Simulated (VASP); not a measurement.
The system is LaHg2.

```
CELL_PARAMETERS angstrom
4.95800 0.00000 0.00000
-2.47900 4.29375 0.00000
0.00000 0.00000 3.64000
ATOMIC_POSITIONS crystal
La 0.00000 0.00000 0.00000
Hg 0.33333 0.66667 0.50000
Hg 0.66667 0.33333 0.50000
```

```yaml
Program: VASP 6.6.1
Task: relaxation of cell and atoms
Functional: r2SCAN
Potentials_or_basis: VASP PAW PBE potentials, release 64 (La, Hg)
Cutoff: 600 eV
k_mesh: 7 × 7 × 9
Occupations: fermi-dirac, width 0.1 eV
Spin: no spin polarisation
```

At the start: pressure 2.4 GPa; volume 25.83 Å³/atom.

Q: Where does the relaxation end?

A: Over 6 steps the energy falls by 7.3 meV/atom and the volume is 26.58 Å³/atom (+2.9 %); space group P6/mmm (No. 191, to 0.1 Å) before and after.

Step by step:
```csv
step,energy change (eV),largest force (eV/Å),pressure (GPa),volume (Å³)
1,0.0000,0.0000,2.38,77.49
2,-0.0119,0.0000,-1.55,81.86
3,-0.0209,0.0000,-0.07,80.07
4,-0.0209,0.0000,-0.12,80.12
5,-0.0214,0.0000,-0.10,80.02
6,-0.0220,0.0000,-0.05,79.73
```

Final structure:
```cif
data_structure
_symmetry_space_group_name_H-M 'P 1'
_symmetry_Int_Tables_number 1
_cell_length_a 5.0421
_cell_length_b 5.0421
_cell_length_c 3.6214
_cell_angle_alpha 90.000
_cell_angle_beta 90.000
_cell_angle_gamma 120.000
_cell_volume 79.73
loop_
_atom_site_label
_atom_site_type_symbol
_atom_site_fract_x
_atom_site_fract_y
_atom_site_fract_z
_atom_site_occupancy
La1 La 0.00000 0.00000 0.00000 1
Hg1 Hg 0.33333 0.66667 0.50000 1
Hg2 Hg 0.66667 0.33333 0.50000 1
```

Caveat: the PAW data sets were made with another functional, which shifts forces and pressure a little.
